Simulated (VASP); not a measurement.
# Ta in VASP: single point with PBE

Aim: the single point of Ta with PBE.

Everything below comes from runs of VASP 6.6.1. Logs are shortened: lines on timing, memory, paths and dates and some standing lists are left out, and cuts for length are marked.

**1. The cell of the first run**

The cell holds a disordered packing, 12 atoms: a = 5.511 Å, b = 7.424 Å, c = 5.666 Å, α = 79.23°, β = 89.22°, γ = 79.68°.

**2. Single point, PBE**

INCAR

```
SYSTEM = Ta
PREC = Accurate
ENCUT = 520
EDIFF = 1E-6
ISMEAR = 0
SIGMA = 0.1
LREAL = .FALSE.
LASPH = .TRUE.
NELM = 80
ALGO = Normal
ISIF = 2
LWAVE = .FALSE.
LCHARG = .FALSE.
GGA = PE
NBANDS = 78
ISYM = 0
```

KPOINTS

```
Automatic mesh
0
Gamma
  2 2 2
  0.5 0.5 0.5
```

POSCAR

```
Ta
1.0
    5.4806427104      0.5808465086     -0.0037996653
    0.5549627534      7.3819908036      0.5558972077
    0.0134147528      0.6401047302      5.6292663016
Ta
12
Direct
    0.9527620980      0.5690088911      0.6530037344
    0.2399444868      0.9009108361      0.3050152714
    0.0716220922      0.5679407501      0.1545484791
    0.4528489506      0.5685680980      0.6532591869
    0.7844368764      0.2360367930      0.5025371838
    0.2844843719      0.2358274420      0.5030037210
    0.4009024561      0.2332376264      1.0003398537
    0.7398981506      0.9011198311      0.3045475558
    0.1234245238      0.9035526205      0.8077055196
    0.6234851796      0.9037092446      0.8072100501
    0.9009618015      0.2333954274      0.9998485881
    0.5715341838      0.5683844219      0.1542936131
```

Potentials or basis: VASP PAW PBE potentials, release 64 (Ta_pv).

Started as:

```sh
> cat potpaw_PBE.64/Ta_pv/POTCAR > POTCAR
> mpirun -np 1 vasp_std > vasp.out
```

OUTCAR:

```text
SYSTEM = Ta
   PREC = Accurate
   ENCUT = 520
   EDIFF = 1E-6
   ISMEAR = 0
   LREAL = .FALSE.
   LASPH = .TRUE.
   NELM = 80
   ISIF = 2
   GGA = PE
   ISYM = 0

 ion  position               nearest neighbor table
   1  0.953  0.569  0.653-   4 2.76   4 2.76   3 2.89   3 2.92   8 2.93  11 2.93   6 3.05   5 3.05
                            10 3.06   9 3.08   2 3.46   7 3.50  12 3.51  12 3.55
   2  0.240  0.901  0.305-   8 2.76   8 2.76   9 2.89   9 2.91   4 2.93   6 2.96   7 3.00  12 3.05
                             3 3.05  11 3.07   1 3.46  10 3.50   5 3.53  10 3.57
   3  0.072  0.568  0.155-  12 2.76  12 2.76   1 2.89   1 2.92   9 2.93   6 2.93   8 3.05   2 3.05
                             7 3.06  11 3.08   5 3.46  10 3.50   4 3.51   4 3.55
   4  0.453  0.569  0.653-   1 2.76   1 2.76  12 2.89  12 2.92   7 2.93   2 2.93   5 3.05   6 3.05
                             9 3.07  10 3.08   8 3.46  11 3.50   3 3.51   3 3.55
   5  0.784  0.236  0.503-   6 2.76   6 2.76  11 2.89  11 2.91  12 2.93   8 2.96  10 3.00   4 3.05
                             1 3.05   9 3.07   3 3.46   7 3.50   2 3.53   7 3.57
   6  0.284  0.236  0.503-   5 2.76   5 2.76   7 2.89   7 2.91   3 2.93   2 2.96   9 3.00   1 3.05
                             4 3.05  10 3.06  12 3.46  11 3.50   8 3.53  11 3.58
   7  0.401  0.233  0.000-  11 2.76  11 2.76   6 2.89   6 2.91   4 2.93  10 2.93   2 3.00   3 3.06
                             8 3.06  12 3.08   9 3.45   5 3.50   1 3.50   5 3.57
   8  0.740  0.901  0.305-   2 2.76   2 2.76  10 2.89  10 2.91   1 2.93   5 2.96  11 3.00   3 3.05
                            12 3.05   7 3.06   4 3.46   9 3.50   6 3.53   9 3.58
   9  0.123  0.904  0.808-  10 2.76  10 2.76   2 2.89   2 2.91   3 2.93  11 2.93   6 3.00   4 3.07
                             5 3.07   1 3.08   7 3.45   8 3.50  12 3.50   8 3.58
  10  0.623  0.904  0.807-   9 2.76   9 2.76   8 2.89   8 2.91  12 2.92   7 2.93   5 3.00   1 3.06
                             6 3.06   4 3.08  11 3.45   2 3.50   3 3.50   2 3.57
  11  0.901  0.233  1.000-   7 2.76   7 2.76   5 2.89   5 2.91   1 2.93   9 2.93   8 3.00  12 3.07
                             2 3.07   3 3.08  10 3.45   6 3.50   4 3.50   6 3.58
  12  0.572  0.568  0.154-   3 2.76   3 2.76   4 2.89   4 2.92  10 2.92   5 2.93   2 3.05   8 3.05
                            11 3.07   7 3.08   6 3.46   9 3.50   1 3.51   1 3.55

IMPORTANT INFORMATION: All symmetrisations will be switched off!
NOSYMM: (Re-)initialisation of all symmetry stuff for point group C_1.

----------------------------------------------------------------------------------------

                                     Primitive cell

  volume of cell :     223.9877

  direct lattice vectors                    reciprocal lattice vectors
     5.480642710  0.580846509 -0.003799665     0.183935776 -0.013914047  0.001143843
     0.554962753  7.381990804  0.555897208    -0.014608709  0.137739895 -0.015627611
     0.013414753  0.640104730  5.629266302     0.001566782 -0.013611382  0.179187062

  length of vectors
     5.511337553  7.423664431  5.665558500     0.184464845  0.139391231  0.179710122

  position of ions in fractional coordinates (direct lattice)
     0.952762098  0.569008891  0.653003734
     0.239944487  0.900910836  0.305015271
     0.071622092  0.567940750  0.154548479
     0.452848951  0.568568098  0.653259187
     0.784436876  0.236036793  0.502537184
     0.284484372  0.235827442  0.503003721
     0.400902456  0.233237626  0.000339854
     0.739898151  0.901119831  0.304547556
     0.123424524  0.903552621  0.807705520
     0.623485180  0.903709245  0.807210050
     0.900961802  0.233395427  0.999848588
     0.571534184  0.568384422  0.154293613

  ion indices of the primitive-cell ions
   primitive index   ion index
                 1           1
                 2           2
                 3           3
                 4           4
                 5           5
                 6           6
                 7           7
                 8           8
                 9           9
                10          10
                11          11
                12          12

----------------------------------------------------------------------------------------

 KPOINTS: Automatic mesh

Automatic generation of k-mesh.
 Grid dimensions read from file:
 generate k-points for:    2    2    2

 Generating k-lattice:

  Cartesian coordinates                     Fractional coordinates (reciprocal lattice)
     0.091967888 -0.006957023  0.000571921     0.500000000  0.000000000  0.000000000
    -0.007304355  0.068869947 -0.007813806    -0.000000000  0.500000000  0.000000000
     0.000783391 -0.006805691  0.089593531    -0.000000000  0.000000000  0.500000000

  Length of vectors
     0.092232422  0.069695615  0.089855061

  Shift w.r.t. Gamma in fractional coordinates (k-lattice)
     0.500000000  0.500000000  0.500000000

 Subroutine IBZKPT returns following result:
 ===========================================

 Found      4 irreducible k-points:

 Following reciprocal coordinates:
            Coordinates               Weight
  0.250000  0.250000  0.250000      2.000000
 -0.250000  0.250000  0.250000      2.000000
  0.250000 -0.250000  0.250000      2.000000
 -0.250000 -0.250000  0.250000      2.000000
   k-points           NKPTS =      4   k-points in BZ     NKDIM =      4   number of bands    NBANDS=     78
   number of dos      NEDOS =    301   number of ions     NIONS =     12
   total plane-waves  NPLWV =  98784
   dimension x,y,z NGX =    42 NGY =   56 NGZ =   42
   dimension x,y,z NGXF=    84 NGYF=  112 NGZF=   84
   ions per type =              12
   NGX,Y,Z   is equivalent  to a cutoff of  12.67, 12.54, 12.32 a.u.
   NGXF,Y,Z  is equivalent  to a cutoff of  25.34, 25.08, 24.65 a.u.
 SYSTEM =  Ta
   PREC   = accura    normal or accurate (medium, high low for compatibility)
   ISTART =      0    job   : 0-new  1-cont  2-samecut
   ICHARG =      2    charge: 1-file 2-atom 10-const
   ISPIN  =      1    spin polarized calculation?
   LNONCOLLINEAR =      F non collinear calculations
   LSORBIT =      F    spin-orbit coupling
   LASPH  =      T    aspherical Exc in radial PAW
   ENCUT  =  520.0 eV  38.22 Ry    6.18 a.u.  10.25 13.80 10.53*2*pi/ulx,y,z
   NELM   =     80;   NELMIN=  2; NELMDL= -5     # of ELM steps
   EDIFF  = 0.1E-05   stopping-criterion for ELM
   LREAL  =      F    real-space projection
   EDIFFG = 0.1E-04   stopping-criterion for IOM
   NSW    =      0    number of steps for IOM
   IBRION =     -1    ionic relax: 0-MD 1-quasi-New 2-CG
   NFREE  =      0    steps in history (QN), initial steepest desc. (CG)
   ISIF   =      2    stress and relaxation
   ISYM   =      0    0-nonsym 1-usesym 2-fastsym
   POTIM  = 0.5000    time-step for ionic-motion
   TEBEG  =    0.0;   TEEND  =   0.0 temperature during run
   PSTRESS=    0.0 pullay stress
   NELECT =     132.0000    total number of electrons
   NUPDOWN=      -1.0000    fix difference up-down
   EMIN   =  10.00;   EMAX   =-10.00  energy-range for DOS
   EFERMI =   0.00;   METHOD = LEGACY
   ISMEAR =     0;   SIGMA  =   0.10  broadening in eV -4-tet -1-fermi 0-gaus
   EFERMI_NEDOS =   21; number of points for ismear=-14 and -15
   IALGO  =     38    algorithm
   IMIX   =      4    mixing-type and parameters
     AMIX     =   0.40;   BMIX     =  1.00
     AMIX_MAG =   1.60;   BMIX_MAG =  1.00
  volume/ion in A,a.u.               =      18.67       125.96
  Fermi-wavevector in a.u.,A,eV,Ry     =   1.372539  2.593723 25.631520  1.883864
  Thomas-Fermi vector in A             =   2.498137
   LORBIT       =      0    0 simple, 1 ext, 2 COOP (PROOUT), +10 PAW based schemes
   GGA     = PE    functional components
   LHFCALC =     F    Hartree Fock is set to
   AEXX    =    0.0000 exact exchange contribution
   IVDW    =     0    specifies the selected vdW correction
   LEPSILON=     F    determine dielectric tensor
   LRPA    =     F    only Hartree local field effects (RPA)
 non-spin polarized calculation
 Gauss-broadening in eV      SIGMA  =   0.10
  energy-cutoff  :      520.00
  volume of cell :      223.99
 maximum number of plane-waves:      6034
 NGX is ok and might be reduce to    42
   NGX = 21   NGY = 27   NGZ = 21

 number of electron     131.9999998 magnetization

 Free energy of the ion-electron system (eV)
  ---------------------------------------------------
  ext. energy  EPLUGINS =         0.00000000
  ---------------------------------------------------
  free energy    TOTEN  =      -140.50229930 eV

  energy without entropy =     -140.42915515  energy(sigma->0) =     -140.46572723

 E-fermi :   5.2704     XC(G=0): -12.4278

 val. band max:        5.2511243836   @ k =   0.2500  -0.2500   0.2500
 cond. band min:       5.2765403808   @ k =   0.2500   0.2500   0.2500
 fundamental gap:      0.0254159972
 Fermi energy:         5.2703721934

 k-point     1 :       0.2500    0.2500    0.2500
  band No.  band energies     occupation
      1     -28.9877      2.00000
      2     -28.9709      2.00000
      3     -28.9437      2.00000
      4     -28.9341      2.00000
      5     -28.8796      2.00000
      6     -28.8733      2.00000
[... 70 lines left out ...]
     77       7.6223      0.00000
     78       7.7643      0.00000

 k-point     2 :      -0.2500    0.2500    0.2500
  band No.  band energies     occupation
      1     -29.0124      2.00000
      2     -28.9893      2.00000
      3     -28.9436      2.00000
      4     -28.9065      2.00000
      5     -28.9030      2.00000
      6     -28.8804      2.00000
[... 70 lines left out ...]
     77       7.5531      0.00000
     78       7.8596      0.00000

 k-point     3 :       0.2500   -0.2500    0.2500
  band No.  band energies     occupation
      1     -29.0151      2.00000
      2     -28.9888      2.00000
      3     -28.9753      2.00000
      4     -28.9513      2.00000
      5     -28.9257      2.00000
      6     -28.9227      2.00000
[... 70 lines left out ...]
     77       7.8275      0.00000
     78       7.8866      0.00000

 k-point     4 :      -0.2500   -0.2500    0.2500
  band No.  band energies     occupation
      1     -28.9945      2.00000
      2     -28.9691      2.00000
      3     -28.9524      2.00000
      4     -28.9473      2.00000
      5     -28.9455      2.00000
      6     -28.9169      2.00000
[... 70 lines left out ...]
     77       7.7598      0.00000
     78       7.8064      0.00000

------------------------ aborting loop because EDIFF is reached ----------------------------------------

  FORCE on cell =-STRESS in cart. coord.  units (eV):
  Direction    XX          YY          ZZ          XY          YZ          ZX
  --------------------------------------------------------------------------------------
  -------------------------------------------------------------------------------------
  Total        0.0816199      0.0884899      0.0036795      0.0496330      0.0143102     -0.0009745
  in kB        0.5838243      0.6329654      0.0263196      0.3550232      0.1023605     -0.0069705
  external PRESSURE =       0.4143698 kB  Pullay stress =       0.0000000 kB

 VOLUME and BASIS-vectors are now :
 -----------------------------------------------------------------------------
  energy-cutoff  :      520.00
  volume of cell :      223.99
      direct lattice vectors                 reciprocal lattice vectors
     5.480642710  0.580846509 -0.003799665     0.183935776 -0.013914047  0.001143843
     0.554962753  7.381990804  0.555897208    -0.014608709  0.137739895 -0.015627611
     0.013414753  0.640104730  5.629266302     0.001566782 -0.013611382  0.179187062

 POSITION                                       TOTAL-FORCE (eV/Angst)
 -----------------------------------------------------------------------------------
      5.54629      5.17182      3.98862         0.004398     -0.019926      0.013290
      1.81911      6.98513      2.21691         0.004902      0.005175     -0.003787
      0.70979      4.33306      1.18544        -0.004499      0.020023     -0.013353
      2.80620      4.87835      3.99171         0.000522      0.016257     -0.003719
      4.43695      2.51974      2.95715        -0.004859     -0.005123      0.003987
      1.69678      2.22809      2.96156        -0.009824      0.002984     -0.010005
      2.32665      1.95484      0.13005         0.007941     -0.005394     -0.012506
      4.55929      7.27677      2.21250         0.009793     -0.002926      0.010266
      1.18872      7.25872      5.04860         0.007436      0.008337     -0.008678
      3.92945      7.55002      5.04400        -0.007895      0.005434      0.012456
      5.08079      2.88625      5.75473        -0.007338     -0.008433      0.008384
      3.44988      4.62655      1.18235        -0.000577     -0.016410      0.003665
 -----------------------------------------------------------------------------------
    total drift:                               -0.000145      0.000406     -0.000619

  FREE ENERGIE OF THE ION-ELECTRON SYSTEM (eV)
  ---------------------------------------------------
  free  energy   TOTEN  =      -140.5022993016 eV

  energy  without entropy=     -140.4291551512  energy(sigma->0) =     -140.46572723
```

It took 3.6 min on 1 thread of Intel Xeon 8259CL, shared host; peak memory 0.3 GiB.

Results:

```
Free energy            : -140.5023 eV
Pressure               : 0.0 GPa
Largest force          : 0.024 eV/Å
Band gap on the k mesh : zero (bands 66 and 67 overlap by 0.03 eV)
```

Forces in eV/Å, atoms in the order of the input:
```
Ta   0.004 -0.020  0.013
Ta   0.005  0.005 -0.004
Ta  -0.004  0.020 -0.013
Ta   0.001  0.016 -0.004
Ta  -0.005 -0.005  0.004
Ta  -0.010  0.003 -0.010
Ta   0.008 -0.005 -0.013
Ta   0.010 -0.003  0.010
Ta   0.007  0.008 -0.009
Ta  -0.008  0.005  0.012
Ta  -0.007 -0.008  0.008
Ta  -0.001 -0.016  0.004
```

Levels at points of the mesh, in eV from the Fermi level:
| k point | band 64 | band 65 | band 66 | band 67 | band 68 | band 69 |
| --- | --- | --- | --- | --- | --- | --- |
| (0.25, 0.25, 0.25) | -0.38 | -0.18 | 0.01 | 0.12 | 0.16 | 0.50 |

Caveat: the k points lie up to 0.58 Å⁻¹ apart; spin-orbit coupling is left out, which moves the levels of the heavy elements.

The gap in the log of VASP goes by the Fermi energy; the results here count the filled bands.